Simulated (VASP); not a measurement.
# SnO2 (I4_1/amd) in VASP: single point with r2SCAN

Aim: the single point of SnO2 with r2SCAN.

Everything below comes from runs of VASP 6.6.1. Logs are shortened: lines on timing, memory, paths and dates and some standing lists are left out, and cuts for length are marked.

## (1) The cell of the first run

Symmetry: I4_1/amd, No. 141, tetragonal system. Conventional cell: a = 3.999 Å, b = 3.999 Å, c = 10.204 Å, α = 90.00°, β = 90.00°, γ = 90.00°. Sn (site symmetry -4m2) has 6 O at 2.05 to 2.08 Å within 2.7 Å. O (site symmetry 2mm) has 3 Sn at 2.05 to 2.08 Å and 2 O at 2.56 Å within 2.7 Å.

## (2) Single point, r2SCAN

POSCAR

```
SnO2
1.0
   -1.9995434661      1.9995434661      5.1020851634
    1.9995434661     -1.9995434661      5.1020851634
    1.9995434661      1.9995434661     -5.1020851634
Sn O
2 4
Direct
    0.7500000000      0.2500000000      0.5000000000
    0.0000000000      0.0000000000      0.0000000000
    0.7963663283      0.7963663283      0.0000000000
    0.9536336717      0.4536336717      0.5000000000
    0.2036336717      0.2036336717      0.0000000000
    0.5463663283      0.0463663283      0.5000000000
```

INCAR.step1

```
SYSTEM = SnO2
PREC = Accurate ; ENCUT = 520
ISMEAR = 0 ; SIGMA = 0.05
LREAL = .False. ; LASPH = .True.
NELM = 60 ; NBANDS = 35
GGA = PE ; ALGO = Normal
EDIFF = 1E-4 ; LWAVE = .True.
LCHARG = .False.
```

INCAR.step2

```
SYSTEM = SnO2
PREC = Accurate ; ENCUT = 520
EDIFF = 1E-7 ; ISMEAR = 0
SIGMA = 0.05 ; LREAL = .False.
LASPH = .True. ; NELM = 60
ALGO = Normal ; ISIF = 2
LWAVE = .False. ; LCHARG = .False.
METAGGA = R2SCAN ; LMIXTAU = .True.
NBANDS = 35 ; ISTART = 1
```

KPOINTS

```
regular mesh
0
Gamma
  10 10 10
  0 0 0
```

Potentials or basis: VASP PAW PBE potentials, release 64 (Sn_d, O).

Command:

```sh
> cat potpaw_PBE.64/Sn_d/POTCAR potpaw_PBE.64/O/POTCAR > POTCAR
> cp INCAR.step1 INCAR
> mpirun -np 1 vasp_std > vasp.out
> cp INCAR.step2 INCAR
> mpirun -np 1 vasp_std > vasp.out
```

OUTCAR:

```text
SYSTEM = SnO2
   PREC = Accurate
   ENCUT = 520
   EDIFF = 1E-7
   ISMEAR = 0
   LREAL = .False.
   LASPH = .True.
   NELM = 60
   ISIF = 2
   METAGGA = R2SCAN
   ISTART = 1

 ion  position               nearest neighbor table
   1  0.750  0.250  0.500-   3 2.05   5 2.05   3 2.05   5 2.05   4 2.08   6 2.08   2 3.24   2 3.24
                             2 3.24   2 3.24
   2  0.000  0.000  0.000-   6 2.05   4 2.05   6 2.05   4 2.05   3 2.08   5 2.08   1 3.24   1 3.24
                             1 3.24   1 3.24
   3  0.796  0.796  0.000-   1 2.05   1 2.05   2 2.08
   4  0.954  0.454  0.500-   2 2.05   2 2.05   1 2.08
   5  0.204  0.204  0.000-   1 2.05   1 2.05   2 2.08
   6  0.546  0.046  0.500-   2 2.05   2 2.05   1 2.08

  LATTYP: Found a body centered tetragonal cell.
 ALAT       =     3.9990869322
 C/A-ratio  =     2.5516250334

  Lattice vectors:

 A1 = (  -1.9995434661,   1.9995434661,   5.1020851634)
 A2 = (   1.9995434661,  -1.9995434661,   5.1020851634)
 A3 = (   1.9995434661,   1.9995434661,  -5.1020851634)

Analysis of symmetry for initial positions (statically):
=====================================================================
 Subroutine PRICEL returns:
 Original cell was already a primitive cell.

 Routine SETGRP: Setting up the symmetry group for a
 body centered tetragonal supercell.

 Subroutine GETGRP returns: Found 16 space group operations
 (whereof  8 operations were pure point group operations)
 out of a pool of 16 trial point group operations.

The static configuration has the point symmetry D_2d.
 The point group associated with its full space group is D_4h.

Analysis of symmetry for dynamics (positions and initial velocities):
=====================================================================
 Subroutine PRICEL returns:
 Original cell was already a primitive cell.

 Routine SETGRP: Setting up the symmetry group for a
 body centered tetragonal supercell.

 Subroutine GETGRP returns: Found 16 space group operations
 (whereof  8 operations were pure point group operations)
 out of a pool of 16 trial point group operations.

The dynamic configuration has the point symmetry D_2d.
 The point group associated with its full space group is D_4h.

 Subroutine INISYM returns: Found 16 space group operations
 (whereof  8 operations are pure point group operations),
 and found     1 'primitive' translations

----------------------------------------------------------------------------------------

                                     Primitive cell

  volume of cell :      81.5961

  direct lattice vectors                    reciprocal lattice vectors
    -1.999543466  1.999543466  5.102085163     0.000000000  0.250057080  0.097999148
     1.999543466 -1.999543466  5.102085163     0.250057080  0.000000000  0.097999148
     1.999543466  1.999543466 -5.102085163     0.250057080  0.250057080  0.000000000

  length of vectors
     5.833319909  5.833319909  5.833319909     0.268574712  0.268574712  0.353634114

  position of ions in fractional coordinates (direct lattice)
     0.750000000  0.250000000  0.500000000
     0.000000000  0.000000000  0.000000000
     0.796366328  0.796366328  0.000000000
     0.953633672  0.453633672  0.500000000
     0.203633672  0.203633672  0.000000000
     0.546366328  0.046366328  0.500000000

  ion indices of the primitive-cell ions
   primitive index   ion index
                 1           1
                 2           2
                 3           3
                 4           4
                 5           5
                 6           6

----------------------------------------------------------------------------------------

 KPOINTS: regular mesh

Automatic generation of k-mesh.
 Grid dimensions read from file:
 generate k-points for:   10   10   10

 Generating k-lattice:

  Cartesian coordinates                     Fractional coordinates (reciprocal lattice)
     0.000000000  0.025005708  0.009799915     0.100000000 -0.000000000  0.000000000
     0.025005708  0.000000000  0.009799915    -0.000000000  0.100000000  0.000000000
     0.025005708  0.025005708  0.000000000     0.000000000  0.000000000  0.100000000

  Length of vectors
     0.026857471  0.026857471  0.035363411

  Shift w.r.t. Gamma in fractional coordinates (k-lattice)
     0.000000000  0.000000000  0.000000000

 Subroutine IBZKPT returns following result:
 ===========================================

 Found    102 irreducible k-points:

 Following reciprocal coordinates:
            Coordinates               Weight
  0.000000  0.000000  0.000000      1.000000
  0.100000 -0.000000  0.000000      8.000000
  0.200000 -0.000000  0.000000      8.000000
  0.300000  0.000000  0.000000      8.000000
  0.400000  0.000000 -0.000000      8.000000
  0.500000  0.000000 -0.000000      4.000000
[... 16 lines left out ...]
  0.300000  0.300000  0.000000      8.000000
  0.400000  0.300000  0.000000     16.000000
 [... further k-points ...]
   k-points           NKPTS =    102   k-points in BZ     NKDIM =    102   number of bands    NBANDS=     35
   number of dos      NEDOS =    301   number of ions     NIONS =      6
   total plane-waves  NPLWV = 110592
   dimension x,y,z NGX =    48 NGY =   48 NGZ =   48
   dimension x,y,z NGXF=    96 NGYF=   96 NGZF=   96
   ions per type =               2   4
   NGX,Y,Z   is equivalent  to a cutoff of  13.68, 13.68, 13.68 a.u.
   NGXF,Y,Z  is equivalent  to a cutoff of  27.36, 27.36, 27.36 a.u.
 SYSTEM =  SnO2
   PREC   = accura    normal or accurate (medium, high low for compatibility)
   ISTART =      1    job   : 0-new  1-cont  2-samecut
   ICHARG =      0    charge: 1-file 2-atom 10-const
   ISPIN  =      1    spin polarized calculation?
   LNONCOLLINEAR =      F non collinear calculations
   LSORBIT =      F    spin-orbit coupling
   LASPH  =      T    aspherical Exc in radial PAW
   ENCUT  =  520.0 eV  38.22 Ry    6.18 a.u.  10.85 10.85 10.85*2*pi/ulx,y,z
   NELM   =     60;   NELMIN=  2; NELMDL=  0     # of ELM steps
   EDIFF  = 0.1E-06   stopping-criterion for ELM
   LREAL  =      F    real-space projection
   EDIFFG = 0.1E-05   stopping-criterion for IOM
   NSW    =      0    number of steps for IOM
   IBRION =     -1    ionic relax: 0-MD 1-quasi-New 2-CG
   NFREE  =      0    steps in history (QN), initial steepest desc. (CG)
   ISIF   =      2    stress and relaxation
   ISYM   =      2    0-nonsym 1-usesym 2-fastsym
   POTIM  = 0.5000    time-step for ionic-motion
   TEBEG  =    0.0;   TEEND  =   0.0 temperature during run
   PSTRESS=    0.0 pullay stress
   NELECT =      52.0000    total number of electrons
   NUPDOWN=      -1.0000    fix difference up-down
   EMIN   =  10.00;   EMAX   =-10.00  energy-range for DOS
   EFERMI =   0.00;   METHOD = LEGACY
   ISMEAR =     0;   SIGMA  =   0.05  broadening in eV -4-tet -1-fermi 0-gaus
   EFERMI_NEDOS =   21; number of points for ismear=-14 and -15
   IALGO  =     38    algorithm
   IMIX   =      4    mixing-type and parameters
     AMIX     =   0.40;   BMIX     =  1.00
     AMIX_MAG =   1.60;   BMIX_MAG =  1.00
  volume/ion in A,a.u.               =      13.60        91.77
  Fermi-wavevector in a.u.,A,eV,Ry     =   1.408811  2.662267 27.004152  1.984749
  Thomas-Fermi vector in A             =   2.530931
   LORBIT       =      0    0 simple, 1 ext, 2 COOP (PROOUT), +10 PAW based schemes
   METAGGA = R2SCAN    functional components
   LHFCALC =     F    Hartree Fock is set to
   AEXX    =    0.0000 exact exchange contribution
   IVDW    =     0    specifies the selected vdW correction
   LEPSILON=     F    determine dielectric tensor
   LRPA    =     F    only Hartree local field effects (RPA)
 non-spin polarized calculation
 Gauss-broadening in eV      SIGMA  =   0.05
  energy-cutoff  :      520.00
  volume of cell :       81.60
 maximum number of plane-waves:      2242
 NGX is ok and might be reduce to    48
   NGX = 21   NGY = 21   NGZ = 21

 number of electron      52.0000004 magnetization

 Free energy of the ion-electron system (eV)
  ---------------------------------------------------
  ext. energy  EPLUGINS =         0.00000000
  ---------------------------------------------------
  free energy    TOTEN  =       -84.10615902 eV

  energy without entropy =      -84.10615902  energy(sigma->0) =      -84.10615902

 E-fermi :   3.9747     XC(G=0): -11.0737

 val. band max:        3.6605300726   @ k =   0.3000   0.3000   0.2000
 cond. band min:       6.0196436051   @ k =   0.0000   0.0000   0.0000
 fundamental gap:      2.3591135325
 Fermi energy:         3.9747330329

 k-point     1 :       0.0000    0.0000    0.0000
  band No.  band energies     occupation
      1     -17.3889      2.00000
      2     -17.3571      2.00000
      3     -17.1949      2.00000
      4     -16.5118      2.00000
      5     -16.3396      2.00000
      6     -16.3395      2.00000
[... 27 lines left out ...]
     34      16.8024      0.00000
     35      17.1264      0.00000

 k-point     2 :       0.1000   -0.0000    0.0000
  band No.  band energies     occupation
      1     -17.4095      2.00000
      2     -17.2956      2.00000
      3     -17.1798      2.00000
      4     -16.5173      2.00000
      5     -16.3419      2.00000
      6     -16.3381      2.00000
[... 27 lines left out ...]
     34      16.4631      0.00000
     35      16.9421      0.00000

 k-point     3 :       0.2000   -0.0000    0.0000
  band No.  band energies     occupation
      1     -17.4125      2.00000
      2     -17.2166      2.00000
      3     -17.1049      2.00000
      4     -16.5321      2.00000
      5     -16.3479      2.00000
      6     -16.3356      2.00000
[... 27 lines left out ...]
     34      16.1290      0.00000
     35      16.5275      0.00000

 k-point     4 :       0.3000    0.0000    0.0000
  band No.  band energies     occupation
      1     -17.4065      2.00000
      2     -17.1705      2.00000
      3     -16.9619      2.00000
      4     -16.5510      2.00000
      5     -16.3547      2.00000
      6     -16.3348      2.00000
[... 27 lines left out ...]
     34      16.1460      0.00000
     35      16.3289      0.00000

 k-point     5 :       0.4000    0.0000   -0.0000
  band No.  band energies     occupation
      1     -17.4021      2.00000
      2     -17.1393      2.00000
      3     -16.8311      2.00000
      4     -16.5679      2.00000
      5     -16.3599      2.00000
      6     -16.3324      2.00000
[... 638 lines left out ...]
 k-point    22 :      -0.2000    0.2000    0.0000
  band No.  band energies     occupation
      1     -17.2993      2.00000
      2     -17.1569      2.00000
      3     -17.0064      2.00000
      4     -16.6383      2.00000
      5     -16.3530      2.00000
      6     -16.3145      2.00000
[... 27 lines left out ...]
     34      15.9316      0.00000
     35      16.3665      0.00000

 k-point    23 :       0.3000    0.3000    0.0000
  band No.  band energies     occupation
      1     -17.2549      2.00000
      2     -17.1027      2.00000
      3     -16.7390      2.00000
      4     -16.4471      2.00000
      5     -16.4161      2.00000
      6     -16.2925      2.00000
[... 27 lines left out ...]
     34      15.8855      0.00000
     35      16.9650      0.00000

 k-point    24 :       0.4000    0.3000    0.0000
  band No.  band energies     occupation
      1     -17.1923      2.00000
      2     -17.0462      2.00000
      3     -16.6657      2.00000
      4     -16.4593      2.00000
      5     -16.4230      2.00000
      6     -16.2731      2.00000
[... 27 lines left out ...]
     34      15.9141      0.00000
     35      17.2709      0.00000

 [... further k-points ...]

------------------------ aborting loop because EDIFF is reached ----------------------------------------

  FORCE on cell =-STRESS in cart. coord.  units (eV):
  Direction    XX          YY          ZZ          XY          YZ          ZX
  --------------------------------------------------------------------------------------
  -------------------------------------------------------------------------------------
  Total        0.4462498      0.4462498      0.6644949      0.0000000     -0.0000000      0.0000000
  in kB        8.7623227      8.7623227     13.0476670      0.0000000     -0.0000000      0.0000000
  external PRESSURE =      10.1907708 kB  Pullay stress =       0.0000000 kB

 VOLUME and BASIS-vectors are now :
 -----------------------------------------------------------------------------
  energy-cutoff  :      520.00
  volume of cell :       81.60
      direct lattice vectors                 reciprocal lattice vectors
    -1.999543466  1.999543466  5.102085163     0.000000000  0.250057080  0.097999148
     1.999543466 -1.999543466  5.102085163     0.250057080  0.000000000  0.097999148
     1.999543466  1.999543466 -5.102085163     0.250057080  0.250057080  0.000000000

 POSITION                                       TOTAL-FORCE (eV/Angst)
 -----------------------------------------------------------------------------------
      0.00000      1.99954      2.55104         0.000000      0.000000      0.000000
      0.00000      0.00000      0.00000         0.000000      0.000000      0.000000
      0.00000      0.00000      8.12626        -0.000000     -0.000000     -0.043804
      0.00000      1.99954      4.62896         0.000000      0.000000      0.043804
      0.00000      0.00000      2.07791        -0.000000     -0.000000      0.043804
     -0.00000      1.99954      0.47313         0.000000      0.000000     -0.043804
 -----------------------------------------------------------------------------------
    total drift:                                0.000000      0.000000     -0.000000

  FREE ENERGIE OF THE ION-ELECTRON SYSTEM (eV)
  ---------------------------------------------------
  free  energy   TOTEN  =       -84.1061590185 eV

  energy  without entropy=      -84.1061590185  energy(sigma->0) =      -84.10615902
```

It took 20 min on 1 thread of Intel Xeon 6975P-C (Granite Rapids), shared host; peak memory 0.49 GiB.

What came out:

- Free energy: -84.1062 eV
- Pressure: 1.0 GPa
- Largest force: 0.044 eV/Å
- Band gap on the k mesh: 2.36 eV, indirect (least direct gap 2.77 eV)

Forces on the atoms (eV/Å):
```
Sn   0.000  0.000  0.000
Sn   0.000  0.000  0.000
O    0.000  0.000 -0.044
O    0.000  0.000  0.044
O    0.000  0.000  0.044
O    0.000  0.000 -0.044
```

Caveat: the PAW data sets were made with another functional, which shifts forces and pressure a little; spin-orbit coupling is left out, which moves the levels of the heavy elements.
